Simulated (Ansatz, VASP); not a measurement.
## Os in VASP and in Ansatz

```
Os
1.0
     2.72819    0.00000    0.00000
    -1.36409    2.36268    0.00000
     0.00000    0.00000    4.30918
Os
2
Cartesian
  0.0000 1.5751 1.0773
  1.3641 0.7876 3.2319
```

Alike in both runs: functional PBEsol; k mesh 16 × 16 × 9; occupations fermi-dirac, width 0.05 eV; no spin polarisation.

Ansatz relaxed the structure, and its values are those at the end. VASP's run is a single point on that final structure, the one shown.

|  | VASP | Ansatz |
| --- | --- | --- |
| version | VASP 6.6.1 | Ansatz 0.2.0 |
| potentials or method | VASP PAW PBE potentials, release 64 (Os) | PAW with Ansatz's default frozen-core files, scalar-relativistic |
| plane-wave cutoff (eV) | 520 | 420 |
| valence electrons in the cell | 16 | 32 |

Ansatz gave:

| Quantity | Value |
| --- | --- |
| pressure (GPa) | 0.0 |

Task: What did VASP give for the same quantities?

Result: Pressure (GPa): 0.5.

VASP's potentials were made for PBE, not for PBEsol. VASP's potentials hold 16 valence electrons a cell and Ansatz's 32, so a difference there can come from the potentials and not from the codes.

Spin-orbit coupling is off throughout.
